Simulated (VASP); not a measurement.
Runs of VASP 6.6.1 on CsBr. The structure is that of space group Pm-3m (No. 221), or close to it. The cells are those of the table. 

| cell | gap on the mesh (eV) | pressure (GPa) |
| --- | --- | --- |
| a = 4.407 Å, 2 atoms | 4.93 | -0.7 |
| a = 4.323 Å, 2 atoms | 5.18 | 0.1 |
| a = 4.142 Å, 2 atoms | (b) | (c) |
| a = 4.279 Å, 2 atoms | 5.31 | (a) |
| a = 4.286 Å, 2 atoms | 5.29 | 0.5 |
| a = 4.462 Å, 2 atoms | 4.79 | (d) |
| a = 4.189 Å, 2 atoms | 5.30 | 1.9 |

Alike in all rows: task single point; level r2SCAN; potentials or basis VASP PAW PBE potentials, release 64 (Cs_sv, Br); no spin polarisation; k mesh 6 × 6 × 6; cutoff (eV) 550; smearing gaussian 0.02 eV.

Estimate the missing entries.

(a) 0.6; (b) 5.24; (c) 2.9; (d) -1.1.

Caveats: the PAW data sets were made with another functional, which shifts forces and pressure a little; spin-orbit coupling is left out, which moves the levels of the heavy elements.

A k mesh can miss the band edges, and the runs leave out spin-orbit coupling on Br, Cs.
